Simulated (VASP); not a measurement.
# BeTe (I-4m2) in VASP: single point with HSE06

Aim: the single point of BeTe with HSE06.

All numbers are computed with VASP 6.6.1; they aren't measurements. Logs are shortened: lines on timing, memory, paths and dates and some standing lists are left out, and cuts for length are marked.

## 1. The cell of the first run

The structure is tetragonal, space group I-4m2 (No. 119). Conventional cell: a = 4.000 Å, b = 4.000 Å, c = 5.884 Å, α = 90.00°, β = 90.00°, γ = 90.00°. Within 3.3 Å of Be (site symmetry -4m2) lie 4 Te at 2.48 Å. Within 3.3 Å of Te (site symmetry -4m2) lie 4 Be at 2.48 Å.

## 2. Single point, HSE06 (uniaxial z strain +4.0%)

Contents of POSCAR:

```
BeTe
1.0
    0.0000000000      2.8286236224      2.9420514296
    2.8286236224      0.0000000000      2.9420514296
    2.8286236224      2.8286236224      0.0000000000
Be Te
1 1
Direct
    0.0000000000      0.0000000000      0.0000000000
    0.2500000000      0.2500000000      0.2500000000
```

Contents of INCAR.step1:

```
PREC = Accurate
ENCUT = 520
EDIFF = 1E-5
ISMEAR = 0
SIGMA = 0.01
LREAL = False
LASPH = True
NELM = 60
ALGO = Normal
ISIF = 2
LWAVE = True
GGA = PE
NBANDS = 11
```

Contents of INCAR.step2:

```
PREC = Accurate
ENCUT = 520
EDIFF = 1E-6
ISMEAR = 0
SIGMA = 0.01
LREAL = False
LASPH = True
NELM = 60
ALGO = Normal
ISIF = 2
LWAVE = False
LCHARG = True
GGA = PE
LHFCALC = True
HFSCREEN = 0.2079
PRECFOCK = Normal
LELF = True
LVHAR = True
ISTART = 1
NBANDS = 11
```

Contents of KPOINTS:

```
Automatic mesh
0
Gamma
  6 6 6
```

Potentials or basis: VASP PAW PBE potentials, release 64 (Be, Te).

Command:

```console
$ cat potpaw_PBE.64/Be/POTCAR potpaw_PBE.64/Te/POTCAR > POTCAR
$ cp INCAR.step1 INCAR
$ mpirun -np 1 vasp_std > vasp.out
$ cp INCAR.step2 INCAR
$ mpirun -np 1 vasp_std > vasp.out
```

OUTCAR:

```text
PREC = Accurate
   ENCUT = 520
   EDIFF = 1E-6
   ISMEAR = 0
   LREAL = False
   LASPH = True
   NELM = 60
   ISIF = 2
   GGA = PE
   LHFCALC = True
   HFSCREEN = 0.2079
   PRECFOCK = Normal
   ISTART = 1

 ion  position               nearest neighbor table
   1  0.000  0.000  0.000-   2 2.48   2 2.48   2 2.48   2 2.48
   2  0.250  0.250  0.250-   1 2.48   1 2.48   1 2.48   1 2.48

  LATTYP: Found a body centered tetragonal cell.
 ALAT       =     4.0002778896
 C/A-ratio  =     1.4709235262

  Lattice vectors:

 A1 = (  -2.8286236224,   0.0000000000,   2.9420514296)
 A2 = (   2.8286236224,   0.0000000000,   2.9420514296)
 A3 = (   0.0000000000,   2.8286236224,  -2.9420514296)

Analysis of symmetry for initial positions (statically):
=====================================================================
 Subroutine PRICEL returns:
 Original cell was already a primitive cell.

 Routine SETGRP: Setting up the symmetry group for a
 body centered tetragonal supercell.

 Subroutine GETGRP returns: Found  8 space group operations
 (whereof  8 operations were pure point group operations)
 out of a pool of 16 trial point group operations.

The static configuration has the point symmetry D_2d.

Analysis of symmetry for dynamics (positions and initial velocities):
=====================================================================
 Subroutine PRICEL returns:
 Original cell was already a primitive cell.

 Routine SETGRP: Setting up the symmetry group for a
 body centered tetragonal supercell.

 Subroutine GETGRP returns: Found  8 space group operations
 (whereof  8 operations were pure point group operations)
 out of a pool of 16 trial point group operations.

The dynamic configuration has the point symmetry D_2d.

 Subroutine INISYM returns: Found  8 space group operations
 (whereof  8 operations are pure point group operations),
 and found     1 'primitive' translations

----------------------------------------------------------------------------------------

                                     Primitive cell

  volume of cell :      47.0794

  direct lattice vectors                    reciprocal lattice vectors
     0.000000000  2.828623622  2.942051430    -0.176764415  0.176764415  0.169949442
     2.828623622  0.000000000  2.942051430     0.176764415 -0.176764415  0.169949442
     2.828623622  2.828623622  0.000000000     0.176764415  0.176764415 -0.169949442

  length of vectors
     4.081271641  4.081271641  4.000277890     0.302281541  0.302281541  0.302281541

  position of ions in fractional coordinates (direct lattice)
     0.000000000  0.000000000  0.000000000
     0.250000000  0.250000000  0.250000000

  ion indices of the primitive-cell ions
   primitive index   ion index
                 1           1
                 2           2

----------------------------------------------------------------------------------------

 KPOINTS: Automatic mesh

Automatic generation of k-mesh.
 Grid dimensions read from file:
 generate k-points for:    6    6    6

 Generating k-lattice:

  Cartesian coordinates                     Fractional coordinates (reciprocal lattice)
    -0.029460736  0.029460736  0.028324907     0.166666667  0.000000000  0.000000000
     0.029460736 -0.029460736  0.028324907     0.000000000  0.166666667  0.000000000
     0.029460736  0.029460736 -0.028324907    -0.000000000 -0.000000000  0.166666667

  Length of vectors
     0.050380257  0.050380257  0.050380257

  Shift w.r.t. Gamma in fractional coordinates (k-lattice)
     0.000000000  0.000000000  0.000000000

 Subroutine IBZKPT returns following result:
 ===========================================

 Found     30 irreducible k-points:

 Following reciprocal coordinates:
            Coordinates               Weight
  0.000000  0.000000  0.000000      1.000000
  0.166667  0.000000  0.000000      8.000000
  0.333333  0.000000  0.000000      8.000000
  0.500000  0.000000  0.000000      4.000000
  0.166667  0.166667  0.000000      2.000000
  0.333333  0.166667  0.000000      8.000000
[... 16 lines left out ...]
  0.333333  0.000000  0.333333      4.000000
  0.500000  0.000000  0.333333     16.000000
 [... further k-points ...]
   k-points           NKPTS =     30   k-points in BZ     NKDIM =    216   number of bands    NBANDS=     11
   number of dos      NEDOS =    301   number of ions     NIONS =      2
   total plane-waves  NPLWV =  27000
   dimension x,y,z NGX =    30 NGY =   30 NGZ =   30
   dimension x,y,z NGXF=    60 NGYF=   60 NGZF=   60
   ions per type =               1   1
   NGX,Y,Z   is equivalent  to a cutoff of  12.22, 12.22, 12.47 a.u.
   NGXF,Y,Z  is equivalent  to a cutoff of  24.44, 24.44, 24.94 a.u.
 SYSTEM =  unknown system
   PREC   = accura    normal or accurate (medium, high low for compatibility)
   ISTART =      1    job   : 0-new  1-cont  2-samecut
   ICHARG =      0    charge: 1-file 2-atom 10-const
   ISPIN  =      1    spin polarized calculation?
   LNONCOLLINEAR =      F non collinear calculations
   LSORBIT =      F    spin-orbit coupling
   LASPH  =      T    aspherical Exc in radial PAW
   ENCUT  =  520.0 eV  38.22 Ry    6.18 a.u.   7.59  7.59  7.44*2*pi/ulx,y,z
   NELM   =     60;   NELMIN=  2; NELMDL=  0     # of ELM steps
   EDIFF  = 0.1E-05   stopping-criterion for ELM
   LREAL  =      F    real-space projection
   EDIFFG = 0.1E-04   stopping-criterion for IOM
   NSW    =      0    number of steps for IOM
   IBRION =     -1    ionic relax: 0-MD 1-quasi-New 2-CG
   NFREE  =      0    steps in history (QN), initial steepest desc. (CG)
   ISIF   =      2    stress and relaxation
   ISYM   =      3    0-nonsym 1-usesym 2-fastsym
   POTIM  = 0.5000    time-step for ionic-motion
   TEBEG  =    0.0;   TEEND  =   0.0 temperature during run
   PSTRESS=    0.0 pullay stress
   NELECT =       8.0000    total number of electrons
   NUPDOWN=      -1.0000    fix difference up-down
   EMIN   =  10.00;   EMAX   =-10.00  energy-range for DOS
   EFERMI =   0.00;   METHOD = LEGACY
   ISMEAR =     0;   SIGMA  =   0.01  broadening in eV -4-tet -1-fermi 0-gaus
   EFERMI_NEDOS =   21; number of points for ismear=-14 and -15
   IALGO  =     38    algorithm
   IMIX   =      1    mixing-type and parameters
     AMIX     =   0.40;   BMIX     =  1.00
     AMIX_MAG =   1.60;   BMIX_MAG =  1.00
  volume/ion in A,a.u.               =      23.54       158.85
  Fermi-wavevector in a.u.,A,eV,Ry     =   0.906765  1.713537 11.187014  0.822222
  Thomas-Fermi vector in A             =   2.030492
   LORBIT       =      0    0 simple, 1 ext, 2 COOP (PROOUT), +10 PAW based schemes
   GGA     = PE    functional components
   LHFCALC =     T    Hartree Fock is set to
   PRECFOCK=normal    Normal, Fast or Accurate (Low or Medium for compatibility)
   ENCUT4O =  -1.0   cutoff for four orbital integrals eV
   NKREDX  =     1    reduce k-point grid by
   NKREDY  =     1    reduce k-point grid by
   NKREDZ  =     1    reduce k-point grid by
   AEXX    =    0.2500 exact exchange contribution
   HFSCREEN=    0.2079 screening length (either q_TF or 0.3 A-1)
   HFSCREENC=   0.2079 screening length for correlation (either q_TF or 0.3 A-1)
   ENCUTFOCK=  -1.0 apply spherical cutoff to Coloumb kernel
   IVDW    =     0    specifies the selected vdW correction
   LEPSILON=     F    determine dielectric tensor
   LRPA    =     F    only Hartree local field effects (RPA)
 non-spin polarized calculation
 Gauss-broadening in eV      SIGMA  =   0.01
  energy-cutoff  :      520.00
  volume of cell :       47.08
 maximum number of plane-waves:      1291
  NGX = 24; NGY = 24; NGZ = 24

 number of electron       8.0000000 magnetization

 Free energy of the ion-electron system (eV)
  ---------------------------------------------------
  ext. energy  EPLUGINS =         0.00000000
  ---------------------------------------------------
  free energy    TOTEN  =        -8.71814605 eV

  energy without entropy =       -8.71814605  energy(sigma->0) =       -8.71814605

 E-fermi :   4.1848     XC(G=0):  -7.4017

 val. band max:        4.1164682767   @ k =   0.0000   0.0000   0.0000
 cond. band min:       6.7286158777   @ k =   0.5000   0.0000   0.5000
 fundamental gap:      2.6121476010
 Fermi energy:         4.1847970790

 k-point     1 :       0.0000    0.0000    0.0000
  band No.  band energies     occupation
      1      -9.0421      2.00000
      2       3.8896      2.00000
      3       4.1165      2.00000
      4       4.1165      2.00000
      5       8.2335      0.00000
      6       8.5385      0.00000
      7       8.5385      0.00000
      8       8.6158      0.00000
      9      13.3093      0.00000
     10      14.7817      0.00000
     11      15.6053      0.00000

 k-point     2 :       0.1667    0.0000    0.0000
  band No.  band energies     occupation
      1      -8.7744      2.00000
      2       2.0112      2.00000
      3       3.5741      2.00000
      4       3.7850      2.00000
      5       8.1716      0.00000
      6       9.0873      0.00000
      7       9.1099      0.00000
      8      10.4468      0.00000
      9      13.7635      0.00000
     10      14.0409      0.00000
     11      14.3034      0.00000

 k-point     3 :       0.3333    0.0000    0.0000
  band No.  band energies     occupation
      1      -8.1094      2.00000
      2      -0.5658      2.00000
      3       2.9795      2.00000
      4       3.2863      2.00000
      5       7.8201      0.00000
      6       9.5065      0.00000
      7       9.6513      0.00000
      8      12.7709      0.00000
      9      14.1130      0.00000
     10      14.6066      0.00000
     11      14.7503      0.00000
[... 267 lines left out ...]
 k-point    23 :       0.3333    0.0000    0.3333
  band No.  band energies     occupation
      1      -7.7498      2.00000
      2      -0.0724      2.00000
      3       1.7158      2.00000
      4       1.7979      2.00000
      5       7.0262      0.00000
      6       8.2860      0.00000
      7      12.4350      0.00000
      8      13.1350      0.00000
      9      14.7636      0.00000
     10      16.9014      0.00000
     11      17.1091      0.00000

 k-point    24 :       0.5000    0.0000    0.3333
  band No.  band energies     occupation
      1      -7.2769      2.00000
      2      -0.9052      2.00000
      3       0.8217      2.00000
      4       1.5910      2.00000
      5       7.2892      0.00000
      6       8.7757      0.00000
      7      12.6517      0.00000
      8      13.3491      0.00000
      9      15.7789      0.00000
     10      17.1139      0.00000
     11      17.5312      0.00000

 [... further k-points ...]

------------------------ aborting loop because EDIFF is reached ----------------------------------------

  FORCE on cell =-STRESS in cart. coord.  units (eV):
  Direction    XX          YY          ZZ          XY          YZ          ZX
  --------------------------------------------------------------------------------------
  -------------------------------------------------------------------------------------
  Total       -0.6375080     -0.6375080     -1.4058578      0.0000000      0.0000000      0.0000000
  in kB      -21.6953006    -21.6953006    -47.8433293      0.0000000      0.0000000      0.0000000
  external PRESSURE =     -30.4113102 kB  Pullay stress =       0.0000000 kB

 VOLUME and BASIS-vectors are now :
 -----------------------------------------------------------------------------
  energy-cutoff  :      520.00
  volume of cell :       47.08
      direct lattice vectors                 reciprocal lattice vectors
     0.000000000  2.828623622  2.942051430    -0.176764415  0.176764415  0.169949442
     2.828623622  0.000000000  2.942051430     0.176764415 -0.176764415  0.169949442
     2.828623622  2.828623622  0.000000000     0.176764415  0.176764415 -0.169949442

 POSITION                                       TOTAL-FORCE (eV/Angst)
 -----------------------------------------------------------------------------------
      0.00000      0.00000      0.00000        -0.000000     -0.000000      0.000000
      1.41431      1.41431      1.47103         0.000000      0.000000     -0.000000
 -----------------------------------------------------------------------------------
    total drift:                                0.000000      0.000000     -0.000000

  FREE ENERGIE OF THE ION-ELECTRON SYSTEM (eV)
  ---------------------------------------------------
  free  energy   TOTEN  =        -8.7181460515 eV

  energy  without entropy=       -8.7181460515  energy(sigma->0) =       -8.71814605
```

Wall time 23 min (1 thread of Intel Xeon Platinum 8259CL at 2.50GHz (Skylake/Cascade Lake), shared host); peak memory 0.3 GiB.

Results:

| Item | Value |
| --- | --- |
| Free energy | -8.7181 eV |
| Pressure | -3.0 GPa |
| Band gap on the k mesh | 2.61 eV (least direct gap 4.12 eV) |

Caveat: the cell differs from its parent crystal (uniaxial z strain +4.0%); the cell stands under tension; the PAW data sets were made with another functional, which shifts forces and pressure a little; spin-orbit coupling is left out, which moves the levels of the heavy elements. A k mesh can miss the band edges.
